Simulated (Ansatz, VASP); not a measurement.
**One calculation of MoS2, two programs**

File INCAR:

```
PREC = Accurate ; ENCUT = 520
EDIFF = 1E-6 ; ISMEAR = -1
SIGMA = 0.05 ; LREAL = False
LASPH = True ; NELM = 80
ALGO = Normal ; ISIF = 2
LWAVE = False ; LCHARG = False
GGA = CA ; NBANDS = 20
```

File KPOINTS:

```
regular mesh
0
Gamma
  15 15 15
```

File POSCAR:

```
MoS2
1.0
    1.5498703497      0.8948180636      6.1233300000
   -1.5498703497      0.8948180636      6.1233300000
    0.0000000000     -1.7896361271      6.1233300000
Mo S
1 2
Direct
    0.0000000000      0.0000000000      0.0000000000
    0.7484000000      0.7484000000      0.7484000000
    0.5849000000      0.5849000000      0.5849000000
```

Input for Ansatz:

```yaml
crystal:
  lattice:
    - [1.5498703497, 0.8948180636, 6.12333]
    - [-1.5498703497, 0.8948180636, 6.12333]
    - [0.0, -1.7896361271, 6.12333]
  atoms:
    - { symbol: Mo, position: [0.0, 0.0, 0.0] }
    - { symbol: S, position: [0.7484, 0.7484, 0.7484] }
    - { symbol: S, position: [0.5849, 0.5849, 0.5849] }
kpoints:
  mp_grid: { grid: [15, 15, 15] }
  band_path:
    path:
      - [0.0, 0.0, 0.0]
      - [0.5, 0.5, 0.5]
      - [0.8190968444, 0.1809031556, 0.5]
      - [0.5, -0.1809031556, 0.1809031556]
      - [0.5, 0.0, 0.0]
      - [0.0, 0.0, 0.0]
      - [0.3404515778, -0.3404515778, 0.0]
      - [0.6595484222, 0.0, 0.3404515778]
      - [0.5, 0.0, 0.5]
    npoints: 5
scf:
  occupations: { method: fermi_dirac, width: 0.05 }
hamiltonian:
  xc: lda
  pseudopotentials: { kind: all_electron, lapw: { basis_error: 0.001 } }
output:
  forces: true
  stress: true
  eigenvalues: true
```

Change from the starting cell: equal xx and yy strain of -2 %.

Alike in both runs: task single point; functional LDA; k mesh 15 × 15 × 15; occupations fermi-dirac, width 0.05 eV; no spin polarisation.

|  | VASP | Ansatz |
| --- | --- | --- |
| version | VASP 6.6.1 | Ansatz 0.2.0 |
| potentials or method | VASP PAW LDA potentials, release 64 (Mo_sv, S), cutoff 520 eV | all-electron LAPW, scalar-relativistic |

|  | VASP | Ansatz | Ansatz less VASP |
| --- | --- | --- | --- |
| pressure (GPa) | 8.6 | 8.5 | -0.04 |
| traceless stress, the component that is largest in VASP (GPa) | 3.01 | 3.07 | +0.057 |
| rms of the force components (eV/Å) | 0.632 | 0.629 | -0.0030 |

LDA's correlation is that of Perdew and Zunger in VASP and of Perdew and Wang (1992) in Ansatz. Atom by atom the forces differ by 0.003 eV/Å (rms over components). Ansatz ran all-electron here, and VASP with PAW potentials.
